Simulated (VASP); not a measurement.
Write the native input for VASP 6.6.1 that does the following.

```
Task                   : single point
Functional             : PBE
Potentials or basis    : VASP PAW PBE potentials, release 64 (Cs_sv, I)
Cutoff                 : 500 eV
k mesh                 : 6 × 6 × 6
Occupations            : fermi-dirac, width 0.03 eV
Spin                   : no spin polarisation
Dipole correction      : no
Further INCAR settings : ALGO = Normal; EDIFF = 1e-06; NBANDS = 15
```

The structure of CsI lies in POSCAR:

```
CsI
1.0
    4.4192071473      0.0000000000      0.0000000000
    0.0000000000      4.4192071473      0.0000000000
    0.0000000000      0.0000000000      4.4192071473
Cs I
1 1
Direct
    0.0000000000      0.0000000000      0.0000000000
    0.5000000000      0.5000000000      0.5000000000
```

This cell differs from its parent crystal: volume scaled by 0.85.

The input as run:

INCAR

```
SYSTEM = CsI
  PREC = Accurate
  ENCUT = 500
  EDIFF = 1E-6
  ISMEAR = -1
  SIGMA = 0.03
  LREAL = .False.
  LASPH = .True.
  NELM = 120
  ALGO = Normal
  ISIF = 2
  LWAVE = .False.
  LCHARG = .False.
  GGA = PE
  NBANDS = 15
  GGA_COMPAT = .False.
```

KPOINTS

```
Automatic mesh
0
Gamma
  6 6 6
  0 0 0
```

Potentials or basis: VASP PAW PBE potentials, release 64 (Cs_sv, I).

Run with:

```sh
$ cat potpaw_PBE.64/Cs_sv/POTCAR potpaw_PBE.64/I/POTCAR > POTCAR
$ mpirun -np 1 vasp_std > vasp.out
```

It gave:

```yaml
Pressure: 2.5 GPa
Band_gap_on_the_k_mesh: 4.01 eV, indirect (least direct gap 4.07 eV)
```

Caveat: spin-orbit coupling is left out, which moves the levels of the heavy elements.

Wall time 6.6 s on 1 thread of Intel(R) Xeon(R) 6975P-C (Granite Rapids), on a shared host, peak memory 0.18 GiB.
